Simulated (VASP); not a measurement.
# AgCl (Fm-3m) in VASP: further runs

AgCl is run at these levels: PBE, r2SCAN; tasks: single point.

Everything below comes from runs of VASP 6.6.1. Logs are shortened: lines on timing, memory, paths and dates and some standing lists are left out, and cuts for length are marked.

## Step 1: The cell of the first run

The structure is cubic, space group Fm-3m (No. 225). Conventional cell: a = 5.868 Å, b = 5.868 Å, c = 5.868 Å, α = 90.00°, β = 90.00°, γ = 90.00°. Ag (site symmetry m-3m) has 6 Cl at 2.93 Å within 3.9 Å. Cl (site symmetry m-3m) has 6 Ag at 2.93 Å within 3.9 Å.

## Step 2: Single point, PBE (strain +5.8%)

The input, INCAR:

```
SYSTEM = AgCl
  ALGO = Normal
  EDIFF = 1E-6
  ENCUT = 520
  GGA = PE
  ISIF = 2
  ISMEAR = -1
  LASPH = .True.
  LCHARG = .False.
  LREAL = .False.
  LWAVE = .False.
  NBANDS = 16
  NELM = 80
  PREC = Accurate
  SIGMA = 0.02
```

The input, KPOINTS:

```
k-points
0
Gamma
  8 8 8
  0 0 0
```

The input, POSCAR:

```
AgCl
1.0
    0.0000000000      2.9340284738      2.9340284738
    2.9340284738      0.0000000000      2.9340284738
    2.9340284738      2.9340284738      0.0000000000
Ag Cl
1 1
Direct
    0.0000000000      0.0000000000      0.0000000000
    0.5000000000      0.5000000000      0.5000000000
```

Potentials or basis: VASP PAW PBE potentials, release 64 (Ag, Cl).

Started as:

```sh
> cat potpaw_PBE.64/Ag/POTCAR potpaw_PBE.64/Cl/POTCAR > POTCAR
> mpirun -np 1 vasp_std > vasp.out
```

OUTCAR:

```text
SYSTEM = AgCl
   EDIFF = 1E-6
   ENCUT = 520
   GGA = PE
   ISIF = 2
   ISMEAR = -1
   LASPH = .True.
   LREAL = .False.
   NELM = 80
   PREC = Accurate

 ion  position               nearest neighbor table
   1  0.000  0.000  0.000-   2 2.93   2 2.93   2 2.93   2 2.93   2 2.93   2 2.93
   2  0.500  0.500  0.500-   1 2.93   1 2.93   1 2.93   1 2.93   1 2.93   1 2.93

  LATTYP: Found a face centered cubic cell.
 ALAT       =     5.8680569476

  Lattice vectors:

 A1 = (   0.0000000000,   2.9340284738,   2.9340284738)
 A2 = (   2.9340284738,   0.0000000000,   2.9340284738)
 A3 = (   2.9340284738,   2.9340284738,   0.0000000000)

Analysis of symmetry for initial positions (statically):
=====================================================================
 Subroutine PRICEL returns:
 Original cell was already a primitive cell.

 Routine SETGRP: Setting up the symmetry group for a
 face centered cubic supercell.

 Subroutine GETGRP returns: Found 48 space group operations
 (whereof 48 operations were pure point group operations)
 out of a pool of 48 trial point group operations.

The static configuration has the point symmetry O_h .

Analysis of symmetry for dynamics (positions and initial velocities):
=====================================================================
 Subroutine PRICEL returns:
 Original cell was already a primitive cell.

 Routine SETGRP: Setting up the symmetry group for a
 face centered cubic supercell.

 Subroutine GETGRP returns: Found 48 space group operations
 (whereof 48 operations were pure point group operations)
 out of a pool of 48 trial point group operations.

The dynamic configuration has the point symmetry O_h .

 Subroutine INISYM returns: Found 48 space group operations
 (whereof 48 operations are pure point group operations),
 and found     1 'primitive' translations

----------------------------------------------------------------------------------------

                                     Primitive cell

  volume of cell :      50.5153

  direct lattice vectors                    reciprocal lattice vectors
     0.000000000  2.934028474  2.934028474    -0.170414161  0.170414161  0.170414161
     2.934028474  0.000000000  2.934028474     0.170414161 -0.170414161  0.170414161
     2.934028474  2.934028474  0.000000000     0.170414161  0.170414161 -0.170414161

  length of vectors
     4.149342860  4.149342860  4.149342860     0.295165985  0.295165985  0.295165985

  position of ions in fractional coordinates (direct lattice)
     0.000000000  0.000000000  0.000000000
     0.500000000  0.500000000  0.500000000

  ion indices of the primitive-cell ions
   primitive index   ion index
                 1           1
                 2           2

----------------------------------------------------------------------------------------

 KPOINTS: k-points

Automatic generation of k-mesh.
 Grid dimensions read from file:
 generate k-points for:    8    8    8

 Generating k-lattice:

  Cartesian coordinates                     Fractional coordinates (reciprocal lattice)
    -0.021301770  0.021301770  0.021301770     0.125000000  0.000000000  0.000000000
     0.021301770 -0.021301770  0.021301770     0.000000000  0.125000000  0.000000000
     0.021301770  0.021301770 -0.021301770     0.000000000  0.000000000  0.125000000

  Length of vectors
     0.036895748  0.036895748  0.036895748

  Shift w.r.t. Gamma in fractional coordinates (k-lattice)
     0.000000000  0.000000000  0.000000000

 Subroutine IBZKPT returns following result:
 ===========================================

 Found     29 irreducible k-points:

 Following reciprocal coordinates:
            Coordinates               Weight
  0.000000  0.000000  0.000000      1.000000
  0.125000  0.000000  0.000000      8.000000
  0.250000  0.000000  0.000000      8.000000
  0.375000  0.000000  0.000000      8.000000
  0.500000  0.000000  0.000000      4.000000
  0.125000  0.125000  0.000000      6.000000
[... 16 lines left out ...]
  0.500000  0.250000  0.125000     48.000000
 -0.375000  0.250000  0.125000     24.000000
 [... further k-points ...]
   k-points           NKPTS =     29   k-points in BZ     NKDIM =     29   number of bands    NBANDS=     16
   number of dos      NEDOS =    301   number of ions     NIONS =      2
   total plane-waves  NPLWV =  32768
   dimension x,y,z NGX =    32 NGY =   32 NGZ =   32
   dimension x,y,z NGXF=    64 NGYF=   64 NGZF=   64
   ions per type =               1   1
   NGX,Y,Z   is equivalent  to a cutoff of  12.82, 12.82, 12.82 a.u.
   NGXF,Y,Z  is equivalent  to a cutoff of  25.64, 25.64, 25.64 a.u.
 SYSTEM =  AgCl
   PREC   = accura    normal or accurate (medium, high low for compatibility)
   ISTART =      0    job   : 0-new  1-cont  2-samecut
   ICHARG =      2    charge: 1-file 2-atom 10-const
   ISPIN  =      1    spin polarized calculation?
   LNONCOLLINEAR =      F non collinear calculations
   LSORBIT =      F    spin-orbit coupling
   LASPH  =      T    aspherical Exc in radial PAW
   ENCUT  =  520.0 eV  38.22 Ry    6.18 a.u.   7.72  7.72  7.72*2*pi/ulx,y,z
   NELM   =     80;   NELMIN=  2; NELMDL= -5     # of ELM steps
   EDIFF  = 0.1E-05   stopping-criterion for ELM
   LREAL  =      F    real-space projection
   EDIFFG = 0.1E-04   stopping-criterion for IOM
   NSW    =      0    number of steps for IOM
   IBRION =     -1    ionic relax: 0-MD 1-quasi-New 2-CG
   NFREE  =      0    steps in history (QN), initial steepest desc. (CG)
   ISIF   =      2    stress and relaxation
   ISYM   =      2    0-nonsym 1-usesym 2-fastsym
   POTIM  = 0.5000    time-step for ionic-motion
   TEBEG  =    0.0;   TEEND  =   0.0 temperature during run
   PSTRESS=    0.0 pullay stress
   NELECT =      18.0000    total number of electrons
   NUPDOWN=      -1.0000    fix difference up-down
   EMIN   =  10.00;   EMAX   =-10.00  energy-range for DOS
   EFERMI =   0.00;   METHOD = LEGACY
   ISMEAR =    -1;   SIGMA  =   0.02  broadening in eV -4-tet -1-fermi 0-gaus
   EFERMI_NEDOS =   21; number of points for ismear=-14 and -15
   IALGO  =     38    algorithm
   IMIX   =      4    mixing-type and parameters
     AMIX     =   0.40;   BMIX     =  1.00
     AMIX_MAG =   1.60;   BMIX_MAG =  1.00
  volume/ion in A,a.u.               =      25.26       170.45
  Fermi-wavevector in a.u.,A,eV,Ry     =   1.160623  2.193260 18.327684  1.347047
  Thomas-Fermi vector in A             =   2.297204
   LORBIT       =      0    0 simple, 1 ext, 2 COOP (PROOUT), +10 PAW based schemes
   GGA     = PE    functional components
   LHFCALC =     F    Hartree Fock is set to
   AEXX    =    0.0000 exact exchange contribution
   IVDW    =     0    specifies the selected vdW correction
   LEPSILON=     F    determine dielectric tensor
   LRPA    =     F    only Hartree local field effects (RPA)
 non-spin polarized calculation
  energy-cutoff  :      520.00
  volume of cell :       50.52
 maximum number of plane-waves:      1380
   NGX = 15   NGY = 15   NGZ = 15

 number of electron      18.0000005 magnetization

 Free energy of the ion-electron system (eV)
  ---------------------------------------------------
  ext. energy  EPLUGINS =         0.00000000
  ---------------------------------------------------
  free energy    TOTEN  =        -5.30981914 eV

  energy without entropy =       -5.30981914  energy(sigma->0) =       -5.30981914

 E-fermi :   2.3504     XC(G=0):  -9.1017

 val. band max:        1.8592147094   @ k =   0.5000   0.0000   0.0000
 cond. band min:       2.8619656236   @ k =   0.0000   0.0000   0.0000
 fundamental gap:      1.0027509143
 Fermi energy:         2.3504111236

 k-point     1 :       0.0000    0.0000    0.0000
  band No.  band energies     occupation
      1     -12.2648      2.00000
      2      -0.0244      2.00000
      3      -0.0244      2.00000
      4      -0.0244      2.00000
      5       0.0092      2.00000
      6       0.0092      2.00000
[... 8 lines left out ...]
     15      14.2084      0.00000
     16      14.2084      0.00000

 k-point     2 :       0.1250    0.0000    0.0000
  band No.  band energies     occupation
      1     -12.2281      2.00000
      2      -0.4808      2.00000
      3      -0.4692      2.00000
      4      -0.4692      2.00000
      5       0.0114      2.00000
      6       0.0114      2.00000
[... 8 lines left out ...]
     15      13.5974      0.00000
     16      14.0700      0.00000

 k-point     3 :       0.2500    0.0000    0.0000
  band No.  band energies     occupation
      1     -12.1373      2.00000
      2      -1.2743      2.00000
      3      -0.9153      2.00000
      4      -0.9153      2.00000
      5       0.0925      2.00000
      6       0.0925      2.00000
[... 8 lines left out ...]
     15      14.0512      0.00000
     16      14.0512      0.00000

 k-point     4 :       0.3750    0.0000    0.0000
  band No.  band energies     occupation
      1     -12.0429      2.00000
      2      -1.8724      2.00000
      3      -1.2028      2.00000
      4      -1.2028      2.00000
      5       0.1756      2.00000
      6       0.1756      2.00000
[... 8 lines left out ...]
     15      14.9638      0.00000
     16      14.9638      0.00000

 k-point     5 :       0.5000    0.0000    0.0000
  band No.  band energies     occupation
      1     -12.0027      2.00000
      2      -2.0897      2.00000
      3      -1.3018      2.00000
      4      -1.3018      2.00000
      5       0.2107      2.00000
      6       0.2107      2.00000
[... 8 lines left out ...]
     15      15.6128      0.00000
     16      15.6128      0.00000

 k-point     6 :       0.1250    0.1250    0.0000
  band No.  band energies     occupation
      1     -12.2171      2.00000
      2      -0.8840      2.00000
      3      -0.2320      2.00000
      4      -0.2320      2.00000
      5      -0.0541      2.00000
      6       0.0272      2.00000
[... 8 lines left out ...]
     15      15.3761      0.00000
     16      15.3770      0.00000
[... 267 lines left out ...]
 k-point    21 :       0.5000    0.5000    0.0000
  band No.  band energies     occupation
      1     -11.9818      2.00000
      2      -1.3092      2.00000
      3      -0.3528      2.00000
      4      -0.3528      2.00000
      5      -0.2264      2.00000
      6       0.1333      2.00000
[... 8 lines left out ...]
     15      16.9526      0.00000
     16      16.9564      0.00000

 k-point    22 :       0.3750    0.2500    0.1250
  band No.  band energies     occupation
      1     -12.0807      2.00000
      2      -1.5781      2.00000
      3      -0.9750      2.00000
      4      -0.6371      2.00000
      5       0.0416      2.00000
      6       0.1711      2.00000
[... 8 lines left out ...]
     15      15.7725      0.00000
     16      16.4647      0.00000

 k-point    23 :       0.5000    0.2500    0.1250
  band No.  band energies     occupation
      1     -12.0125      2.00000
      2      -1.7174      2.00000
      3      -1.2042      2.00000
      4      -0.9563      2.00000
      5       0.1160      2.00000
      6       0.2166      2.00000
[... 8 lines left out ...]
     15      15.9719      0.00000
     16      16.3717      0.00000

 k-point    24 :      -0.3750    0.2500    0.1250
  band No.  band energies     occupation
      1     -11.9837      2.00000
      2      -1.7519      2.00000
      3      -1.2088      2.00000
      4      -1.2025      2.00000
      5       0.1677      2.00000
      6       0.2154      2.00000
[... 8 lines left out ...]
     15      14.9551      0.00000
     16      16.4184      0.00000

 [... further k-points ...]
[... 5 lines left out ...]
  --------------------------------------------------------------------------------------
  -------------------------------------------------------------------------------------
  Total       -1.2718753     -1.2718753     -1.2718753     -0.0000000      0.0000000     -0.0000000
  in kB      -40.3396533    -40.3396533    -40.3396533     -0.0000000      0.0000000     -0.0000000
  external PRESSURE =     -40.3396533 kB  Pullay stress =       0.0000000 kB

 VOLUME and BASIS-vectors are now :
 -----------------------------------------------------------------------------
  energy-cutoff  :      520.00
  volume of cell :       50.52
      direct lattice vectors                 reciprocal lattice vectors
     0.000000000  2.934028474  2.934028474    -0.170414161  0.170414161  0.170414161
     2.934028474  0.000000000  2.934028474     0.170414161 -0.170414161  0.170414161
     2.934028474  2.934028474  0.000000000     0.170414161  0.170414161 -0.170414161

 POSITION                                       TOTAL-FORCE (eV/Angst)
 -----------------------------------------------------------------------------------
      0.00000      0.00000      0.00000         0.000000      0.000000      0.000000
      2.93403      2.93403      2.93403         0.000000      0.000000      0.000000
 -----------------------------------------------------------------------------------
    total drift:                                0.000000     -0.000000     -0.000000

  FREE ENERGIE OF THE ION-ELECTRON SYSTEM (eV)
  ---------------------------------------------------
  free  energy   TOTEN  =        -5.3098191412 eV

  energy  without entropy=       -5.3098191412  energy(sigma->0) =       -5.30981914
```

It took 21 s on 1 thread of AMD EPYC 7R13 (Zen 3), shared host; peak memory 0.15 GiB.

Results:

- Free energy: -5.3098 eV
- Pressure: -4.0 GPa
- Band gap on the k mesh: 1.00 eV, indirect (least direct gap 2.66 eV)

Levels at points of the mesh, in eV from the valence-band top:
```csv
k point,band 5,band 6,band 7,band 8,band 9,band 10,band 11,band 12,band 13,band 14
"(0.00, 0.00, 0.00)",-1.85,-1.85,-1.66,-1.66,-1.66,1.00,10.91,10.91,10.91,12.35
"(0.50, 0.00, 0.00)",-1.65,-1.65,-1.40,0.00,0.00,4.65,5.69,7.92,7.92,12.97
"(0.50, 0.50, 0.00)",-2.09,-1.73,-1.57,-1.57,-1.56,2.61,8.13,8.26,10.70,10.70
```

Caveat: the cell differs from its parent crystal (strain +5.8%). A k mesh can miss the band edges.

## Step 3: Single point, r2SCAN (strain +5.8%)

POSCAR is that of step 2.

The input, INCAR.step1:

```
PREC     = Accurate       # precision mode
ENCUT    = 520            # plane-wave cutoff, eV
ISMEAR   = 0              # smearing method
SIGMA    = 0.01           # smearing width, eV
LREAL    = False          # projectors in reciprocal space
LASPH    = True           # aspherical terms in the spheres
NELM     = 80             # most SCF steps
NBANDS   = 16             # bands
GGA      = PE             # functional
ALGO     = Normal         # electronic algorithm
EDIFF    = 1E-4           # SCF threshold, eV
LWAVE    = True           # write WAVECAR
LCHARG   = False          # write CHGCAR
```

The input, INCAR.step2:

```
PREC     = Accurate       # precision mode
ENCUT    = 520            # plane-wave cutoff, eV
EDIFF    = 1E-6           # SCF threshold, eV
ISMEAR   = 0              # smearing method
SIGMA    = 0.01           # smearing width, eV
LREAL    = False          # projectors in reciprocal space
LASPH    = True           # aspherical terms in the spheres
NELM     = 80             # most SCF steps
ALGO     = Normal         # electronic algorithm
ISIF     = 2              # what is computed and relaxed
LWAVE    = False          # write WAVECAR
LCHARG   = False          # write CHGCAR
METAGGA  = R2SCAN         # meta-GGA
LMIXTAU  = True         
NBANDS   = 16             # bands
ISTART   = 1
```

The input, KPOINTS:

```
regular mesh
0
Gamma
  8 8 8
```

Potentials or basis: VASP PAW PBE potentials, release 64 (Ag, Cl).

Started as:

```sh
> cat potpaw_PBE.64/Ag/POTCAR potpaw_PBE.64/Cl/POTCAR > POTCAR
> cp INCAR.step1 INCAR
> mpirun -np 1 vasp_std > vasp.out
> cp INCAR.step2 INCAR
> mpirun -np 1 vasp_std > vasp.out
```

Wall time 85 s (1 thread of AMD EPYC 7R13 (Zen 3), shared host); peak memory 0.16 GiB.

Results (log left out):

```yaml
Free_energy: -28.4811 eV
Pressure: -5.6 GPa
Band_gap_on_the_k_mesh: 1.49 eV, indirect (least direct gap 3.23 eV)
```

Levels at points of the mesh, in eV from the valence-band top:
| k point | band 6 | band 7 | band 8 | band 9 | band 10 | band 11 | band 12 | band 13 |
| --- | --- | --- | --- | --- | --- | --- | --- | --- |
| (0.00, 0.00, 0.00) | -1.82 | -1.75 | -1.75 | -1.75 | 1.49 | 11.38 | 11.38 | 11.38 |
| (0.50, 0.00, 0.00) | -1.63 | -1.38 | 0.00 | 0.00 | 5.08 | 6.28 | 8.52 | 8.52 |
| (0.50, 0.50, 0.00) | -1.70 | -1.56 | -1.56 | -1.53 | 3.16 | 8.54 | 8.67 | 11.46 |

Caveat: the cell differs from its parent crystal (strain +5.8%); the PAW data sets were made with another functional, which shifts forces and pressure a little.
